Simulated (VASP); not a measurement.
Wanted: the native input for a VASP 6.6.1 run.

```
Task                   : relaxation of cell and atoms
Functional             : PBE
Potentials or basis    : VASP PAW PBE potentials, release 64 (Co)
Cutoff                 : 600 eV
k mesh                 : 6 × 6 × 6
Occupations            : gaussian, width 0.1 eV
Spin                   : collinear spin, ferromagnetic start
Starting moments       : [0.88, 0.88, 0.88, 0.88] μB
Dipole correction      : no
Further INCAR settings : ALGO = Normal; EDIFF = 1e-06; IBRION = 2; EDIFFG = -0.04; NSW = 90; ISIF = 3
```

The structure of Co lies in POSCAR:

```
Co
1.0
    1.3926417893     -4.4177458573      0.0000000000
    1.3926417893      4.4177458573      0.0000000000
    0.0000000000      0.0000000000      3.6856622581
Co
4
Direct
    0.0980000000      0.9020000000      0.9100000000
    0.5980000000      0.4020000000      0.5900000000
    0.9020000000      0.0980000000      0.0900000000
    0.4020000000      0.5980000000      0.4100000000
```

The input as run:

INCAR

```
SYSTEM = Co
PREC = Accurate
ENCUT = 600
EDIFF = 1E-6
ISMEAR = 0
SIGMA = 0.1
LREAL = .False.
LASPH = .True.
NELM = 150
ALGO = Normal
ISIF = 3
LWAVE = .False.
LCHARG = .False.
ISPIN = 2
MAGMOM = 0.88 0.88 0.88 0.88
LORBIT = 11
LMAXMIX = 4
GGA = PE
IBRION = 2
NSW = 90
EDIFFG = -0.04
```

KPOINTS

```
Automatic mesh
0
Gamma
  6 6 6
  0 0 0
```

Potentials or basis: VASP PAW PBE potentials, release 64 (Co).

Launch:

```console
$ cat potpaw_PBE.64/Co/POTCAR > POTCAR
$ mpirun -np 1 vasp_std > vasp.out
```

It gave:

The relaxed volume is 11.56 Å³/atom and the relaxed cell is a = 4.571 Å, b = 4.571 Å, c = 4.156 Å, α = 90.00°, β = 90.00°, γ = 147.82°. The space group after relaxing (to 0.1 Å) is Fmmm (No. 69). The energy gained by relaxing is 2212.8 meV/atom. The ionic steps are 23 and the pressure after relaxing is 0.1 GPa. The largest force after relaxing is 0.021 eV/Å and the net moment is -6.88 μB per cell. The site moments are Co -1.73 μB and the valence electrons inside the program's atomic spheres are Co 8.22.

Caveat: the k points lie up to 0.43 Å⁻¹ apart in the final cell; the highest band is partly filled, so the run has too few bands.

It took 24 min on 1 thread of Intel(R) Xeon(R) 6975P-C (Granite Rapids), with other jobs on the host, peak memory 0.35 GiB.
